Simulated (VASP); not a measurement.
# Fe in VASP: single point with PBE

Aim: the single point of Fe with PBE.

Program: VASP 6.6.1. These are calculated values, not measurements. Logs are shortened: lines on timing, memory, paths and dates and some standing lists are left out, and cuts for length are marked.

**1. The cell of the first run**

The typed cell holds 4 atoms: a = 2.414 Å, b = 3.907 Å, c = 4.300 Å, α = 90.00°, β = 90.00°, γ = 90.00°.

**2. Single point, PBE, collinear spin, antiferromagnetic start (10.14 Å³/atom)**

The input, INCAR:

```
SYSTEM = Fe
PREC = Accurate ; ENCUT = 520
EDIFF = 1E-6 ; ISMEAR = 0
SIGMA = 0.05 ; LREAL = .False.
LASPH = .True. ; NELM = 150
ALGO = Normal ; ISIF = 2
LWAVE = .False. ; LCHARG = .True.
ISPIN = 2 ; MAGMOM = 1.42 -1.42 -1.42 1.42
LORBIT = 11 ; LMAXMIX = 4
GGA = PE ; LVHAR = .True.
NBANDS = 28 ; KPAR = 4
```

The input, KPOINTS:

```
regular mesh
0
Gamma
  18 12 10
  0 0 0
```

The input, POSCAR:

```
Fe
1.0
   -2.4135959522      0.0000000000      0.0000000000
    0.0000000000      0.0000000000     -3.9074987694
    0.0000000000     -4.2998929438      0.0000000000
Fe
4
Direct
    0.0000000000     -0.2500000000     -0.3386230050
   -0.5000000000     -0.7500000000     -0.1613392529
    0.5000000000     -0.2500000000      0.1613392529
    0.0000000000     -0.7500000000      0.3386230050
```

Potentials or basis: VASP PAW PBE potentials, release 64 (Fe).

The run is started by

```sh
cat potpaw_PBE.64/Fe/POTCAR > POTCAR
mpirun -np 4 vasp_std > vasp.out
```

OUTCAR:

```text
SYSTEM = Fe
   PREC = Accurate
   ENCUT = 520
   EDIFF = 1E-6
   ISMEAR = 0
   LREAL = .False.
   LASPH = .True.
   NELM = 150
   ISIF = 2
   ISPIN = 2
   LORBIT = 11
   GGA = PE

 ion  position               nearest neighbor table
   1  0.000  0.750  0.661-   4 2.40   4 2.40   2 2.42   2 2.42   2 2.42   2 2.42   3 2.47   3 2.47
                             3 2.47   3 2.47
   2  0.500  0.250  0.839-   3 2.40   3 2.40   1 2.42   1 2.42   1 2.42   1 2.42   4 2.47   4 2.47
                             4 2.47   4 2.47
   3  0.500  0.750  0.161-   2 2.40   2 2.40   4 2.42   4 2.42   4 2.42   4 2.42   1 2.47   1 2.47
                             1 2.47   1 2.47
   4  0.000  0.250  0.339-   1 2.40   1 2.40   3 2.42   3 2.42   3 2.42   3 2.42   2 2.47   2 2.47
                             2 2.47   2 2.47

  LATTYP: Found a simple orthorhombic cell.
 ALAT       =     2.4135959522
 B/A-ratio  =     1.6189531499
 C/A-ratio  =     1.7815297295

  Lattice vectors:

 A1 = (  -2.4135959522,   0.0000000000,   0.0000000000)
 A2 = (   0.0000000000,   0.0000000000,  -3.9074987694)
 A3 = (   0.0000000000,  -4.2998929438,   0.0000000000)

Analysis of symmetry for initial positions (statically):
=====================================================================
 Subroutine PRICEL returns:
 Original cell was already a primitive cell.

 Routine SETGRP: Setting up the symmetry group for a
 simple orthorhombic supercell.

 Subroutine GETGRP returns: Found  8 space group operations
 (whereof  4 operations were pure point group operations)
 out of a pool of  8 trial point group operations.

The static configuration has the point symmetry C_2h.
 The point group associated with its full space group is D_2h.

Analysis of symmetry for dynamics (positions and initial velocities):
=====================================================================
 Subroutine PRICEL returns:
 Original cell was already a primitive cell.

 Routine SETGRP: Setting up the symmetry group for a
 simple orthorhombic supercell.

 Subroutine GETGRP returns: Found  8 space group operations
 (whereof  4 operations were pure point group operations)
 out of a pool of  8 trial point group operations.

The dynamic configuration has the point symmetry C_2h.
 The point group associated with its full space group is D_2h.

Analysis of structural, dynamic, and magnetic symmetry:
=====================================================================
 Subroutine PRICEL returns:
 Original cell was already a primitive cell.

 Routine SETGRP: Setting up the symmetry group for a
 simple orthorhombic supercell.

 Subroutine GETGRP returns: Found  8 space group operations
 (whereof  4 operations were pure point group operations)
 out of a pool of  8 trial point group operations.

The overall configuration has the point symmetry C_2h.
 The point group associated with its full space group is D_2h.

 Subroutine INISYM returns: Found  8 space group operations
 (whereof  4 operations are pure point group operations),
 and found     1 'primitive' translations

----------------------------------------------------------------------------------------

                                     Primitive cell

  volume of cell :      40.5528

  direct lattice vectors                    reciprocal lattice vectors
    -2.413595952  0.000000000  0.000000000    -0.414319555  0.000000000  0.000000000
     0.000000000  0.000000000 -3.907498769     0.000000000  0.000000000 -0.255918187
     0.000000000 -4.299892944  0.000000000     0.000000000 -0.232563930  0.000000000

  length of vectors
     2.413595952  3.907498769  4.299892944     0.414319555  0.255918187  0.232563930

  position of ions in fractional coordinates (direct lattice)
     0.000000000  0.750000000  0.661376995
     0.500000000  0.250000000  0.838660747
     0.500000000  0.750000000  0.161339253
     0.000000000  0.250000000  0.338623005

  ion indices of the primitive-cell ions
   primitive index   ion index
                 1           1
                 2           2
                 3           3
                 4           4

----------------------------------------------------------------------------------------

 KPOINTS: regular mesh

Automatic generation of k-mesh.
 Grid dimensions read from file:
 generate k-points for:   18   12   10

 Generating k-lattice:

  Cartesian coordinates                     Fractional coordinates (reciprocal lattice)
    -0.023017753  0.000000000  0.000000000     0.055555556  0.000000000  0.000000000
     0.000000000  0.000000000 -0.021326516     0.000000000  0.083333333  0.000000000
     0.000000000 -0.023256393  0.000000000     0.000000000  0.000000000  0.100000000

  Length of vectors
     0.023017753  0.021326516  0.023256393

  Shift w.r.t. Gamma in fractional coordinates (k-lattice)
     0.000000000  0.000000000  0.000000000

 Subroutine IBZKPT returns following result:
 ===========================================

 Found    420 irreducible k-points:

 Following reciprocal coordinates:
            Coordinates               Weight
  0.000000  0.000000  0.000000      1.000000
  0.055556  0.000000  0.000000      2.000000
  0.111111  0.000000  0.000000      2.000000
  0.166667  0.000000  0.000000      2.000000
  0.222222  0.000000  0.000000      2.000000
  0.277778  0.000000  0.000000      2.000000
[... 16 lines left out ...]
  0.111111  0.166667  0.000000      4.000000
  0.166667  0.166667  0.000000      4.000000
 [... further k-points ...]
   k-points           NKPTS =    420   k-points in BZ     NKDIM =    420   number of bands    NBANDS=     28
   number of dos      NEDOS =    301   number of ions     NIONS =      4
   total plane-waves  NPLWV =  17280
   dimension x,y,z NGX =    18 NGY =   30 NGZ =   32
   dimension x,y,z NGXF=    36 NGYF=   60 NGZF=   64
   ions per type =               4
   NGX,Y,Z   is equivalent  to a cutoff of  12.40, 12.76, 12.37 a.u.
   NGXF,Y,Z  is equivalent  to a cutoff of  24.80, 25.53, 24.74 a.u.
 SYSTEM =  Fe
   PREC   = accura    normal or accurate (medium, high low for compatibility)
   ISTART =      0    job   : 0-new  1-cont  2-samecut
   ICHARG =      2    charge: 1-file 2-atom 10-const
   ISPIN  =      2    spin polarized calculation?
   LNONCOLLINEAR =      F non collinear calculations
   LSORBIT =      F    spin-orbit coupling
   LASPH  =      T    aspherical Exc in radial PAW
   ENCUT  =  520.0 eV  38.22 Ry    6.18 a.u.   4.49  7.27  7.99*2*pi/ulx,y,z
   NELM   =    150;   NELMIN=  2; NELMDL= -5     # of ELM steps
   EDIFF  = 0.1E-05   stopping-criterion for ELM
   LREAL  =      F    real-space projection
[... 7 lines left out ...]
   TEBEG  =    0.0;   TEEND  =   0.0 temperature during run
   PSTRESS=    0.0 pullay stress
   NELECT =      32.0000    total number of electrons
   NUPDOWN=      -1.0000    fix difference up-down
   EMIN   =  10.00;   EMAX   =-10.00  energy-range for DOS
   EFERMI =   0.00;   METHOD = LEGACY
   ISMEAR =     0;   SIGMA  =   0.05  broadening in eV -4-tet -1-fermi 0-gaus
   EFERMI_NEDOS =   21; number of points for ismear=-14 and -15
   IALGO  =     38    algorithm
   IMIX   =      4    mixing-type and parameters
     AMIX     =   0.40;   BMIX     =  1.00
     AMIX_MAG =   1.60;   BMIX_MAG =  1.00
  volume/ion in A,a.u.               =      10.14        68.42
  Fermi-wavevector in a.u.,A,eV,Ry     =   1.512810  2.858797 31.138225  2.288595
  Thomas-Fermi vector in A             =   2.622685
   LORBIT       =     11    0 simple, 1 ext, 2 COOP (PROOUT), +10 PAW based schemes
   GGA     = PE    functional components
   LHFCALC =     F    Hartree Fock is set to
   AEXX    =    0.0000 exact exchange contribution
   IVDW    =     0    specifies the selected vdW correction
   LEPSILON=     F    determine dielectric tensor
   LRPA    =     F    only Hartree local field effects (RPA)
 spin polarized calculation
 Gauss-broadening in eV      SIGMA  =   0.05
  energy-cutoff  :      520.00
  volume of cell :       40.55
 maximum number of plane-waves:      1119
 NGX is ok and might be reduce to    18
   NGX =  9   NGY = 15   NGZ = 15

 number of electron      32.0000000 magnetization       0.0001437

 number of electron      32.0000000 magnetization      -0.0001399

 Free energy of the ion-electron system (eV)
  ---------------------------------------------------
  ext. energy  EPLUGINS =         0.00000000
  ---------------------------------------------------
  free energy    TOTEN  =       -32.73053551 eV

  energy without entropy =      -32.72671332  energy(sigma->0) =      -32.72862442

 E-fermi :   7.0949     XC(G=0): -13.8107

 val. band max:        7.0947544328   @ k =   0.0000   0.3333   0.4000
 cond. band min:       7.0949784080   @ k =   0.0000   0.3333   0.4000
 fundamental gap:      0.0002239752
 Fermi energy:         7.0948715943

 spin component 1

 k-point     1 :       0.0000    0.0000    0.0000
  band No.  band energies     occupation
      1      -1.9732      1.00000
      2       1.9782      1.00000
      3       2.4212      1.00000
      4       2.5621      1.00000
      5       2.8718      1.00000
      6       4.6309      1.00000
[... 20 lines left out ...]
     27      19.0093      0.00000
     28      20.9554      0.00000

 k-point     2 :       0.0556    0.0000    0.0000
  band No.  band energies     occupation
      1      -1.8833      1.00000
      2       2.0350      1.00000
      3       2.4821      1.00000
      4       2.6225      1.00000
      5       2.8819      1.00000
      6       4.5700      1.00000
[... 20 lines left out ...]
     27      19.0839      0.00000
     28      20.9998      0.00000

 k-point     3 :       0.1111    0.0000    0.0000
  band No.  band energies     occupation
      1      -1.6174      1.00000
      2       2.1957      1.00000
      3       2.6560      1.00000
      4       2.7907      1.00000
      5       2.9078      1.00000
      6       4.3883      1.00000
[... 616 lines left out ...]
      3       2.4025      1.00000
      4       2.7231      1.00000
      5       3.5358      1.00000
      6       3.8731      1.00000
[... 20 lines left out ...]
     27      17.9267      0.00000
     28      21.5440      0.00000

 k-point    24 :       0.1667    0.1667    0.0000
  band No.  band energies     occupation
      1      -0.8993      1.00000
      2       2.3849      1.00000
      3       2.6373      1.00000
      4       2.9984      1.00000
      5       3.5836      1.00000
      6       3.8049      1.00000
[... 20 lines left out ...]
     27      18.1711      0.00000
     28      19.8821      0.00000

 [... further k-points ...]

 spin component 2

 k-point     1 :       0.0000    0.0000    0.0000
  band No.  band energies     occupation
      1      -1.9732      1.00000
      2       1.9781      1.00000
      3       2.4211      1.00000
      4       2.5621      1.00000
      5       2.8717      1.00000
      6       4.6306      1.00000
[... 20 lines left out ...]
     27      19.0093      0.00000
     28      20.9554      0.00000

 k-point     2 :       0.0556    0.0000    0.0000
  band No.  band energies     occupation
      1      -1.8834      1.00000
      2       2.0349      1.00000
      3       2.4820      1.00000
      4       2.6226      1.00000
      5       2.8818      1.00000
      6       4.5697      1.00000
[... 20 lines left out ...]
     27      19.0839      0.00000
     28      20.9998      0.00000

 k-point     3 :       0.1111    0.0000    0.0000
  band No.  band energies     occupation
      1      -1.6174      1.00000
      2       2.1956      1.00000
      3       2.6559      1.00000
      4       2.7908      1.00000
      5       2.9077      1.00000
      6       4.3881      1.00000
[... 616 lines left out ...]
      3       2.4025      1.00000
      4       2.7230      1.00000
      5       3.5359      1.00000
      6       3.8729      1.00000
[... 20 lines left out ...]
     27      17.9267      0.00000
     28      21.5440      0.00000

 k-point    24 :       0.1667    0.1667    0.0000
  band No.  band energies     occupation
      1      -0.8993      1.00000
      2       2.3847      1.00000
      3       2.6373      1.00000
      4       2.9983      1.00000
      5       3.5836      1.00000
      6       3.8047      1.00000
[... 20 lines left out ...]
     27      18.1711      0.00000
     28      19.8820      0.00000

 [... further k-points ...]

------------------------ aborting loop because EDIFF is reached ----------------------------------------

  FORCE on cell =-STRESS in cart. coord.  units (eV):
  Direction    XX          YY          ZZ          XY          YZ          ZX
  --------------------------------------------------------------------------------------
  -------------------------------------------------------------------------------------
  Total        2.1145301      2.2259026      2.1417770      0.0000000     -0.0000000      0.0000000
  in kB       83.5417149     87.9418675     84.6181966      0.0000000     -0.0000000      0.0000000
  external PRESSURE =      85.3672597 kB  Pullay stress =       0.0000000 kB

 VOLUME and BASIS-vectors are now :
 -----------------------------------------------------------------------------
  energy-cutoff  :      520.00
  volume of cell :       40.55
      direct lattice vectors                 reciprocal lattice vectors
    -2.413595952  0.000000000  0.000000000    -0.414319555  0.000000000  0.000000000
     0.000000000  0.000000000 -3.907498769     0.000000000  0.000000000 -0.255918187
     0.000000000 -4.299892944  0.000000000     0.000000000 -0.232563930  0.000000000

 POSITION                                       TOTAL-FORCE (eV/Angst)
 -----------------------------------------------------------------------------------
      0.00000     -2.84385     -2.93062         0.000000      0.016686     -0.000000
     -1.20680     -3.60615     -0.97687         0.000000     -0.013425      0.000000
     -1.20680     -0.69374     -2.93062         0.000000      0.013425     -0.000000
      0.00000     -1.45604     -0.97687         0.000000     -0.016686     -0.000000
 -----------------------------------------------------------------------------------
    total drift:                               -0.000000     -0.000000     -0.000000

  FREE ENERGIE OF THE ION-ELECTRON SYSTEM (eV)
  ---------------------------------------------------
  free  energy   TOTEN  =       -32.7305355060 eV

  energy  without entropy=      -32.7267133246  energy(sigma->0) =      -32.72862442

 total charge

# of ion       s       p       d       tot
------------------------------------------
    1        0.542   0.652   6.330   7.525
    2        0.542   0.652   6.330   7.525
    3        0.542   0.652   6.330   7.525
    4        0.542   0.652   6.330   7.525
--------------------------------------------------
tot          2.169   2.607  25.322  30.098

 magnetization (x)

# of ion       s       p       d       tot
------------------------------------------
    1        0.014   0.022   1.089   1.126
    2       -0.014  -0.022  -1.089  -1.126
    3       -0.014  -0.022  -1.089  -1.126
    4        0.014   0.022   1.089   1.126
--------------------------------------------------
tot          0.000  -0.000  -0.000  -0.000
```

It took 4.9 min on 4 MPI ranks of Oxide Virtual Turin-like, shared host; peak memory 0.64 GiB.

Results:

* Free energy: -32.7305 eV
* Pressure: 8.5 GPa
* Largest force: 0.017 eV/Å
* Band gap on the k mesh: zero (filled and empty bands overlap)
* Net moment: 0.00 μB per cell
* Site moments: Fe +1.13, -1.13 (each value once) μB
* Valence electrons inside the program's atomic spheres: Fe 7.53

Forces in eV/Å, atoms in the order of the input:
```
Fe   0.000  0.017  0.000
Fe   0.000 -0.013  0.000
Fe   0.000  0.013  0.000
Fe   0.000 -0.017  0.000
```

Caveat: the cell stands under pressure; the antiferromagnetic order is the one typed at the start, and another may lie lower.
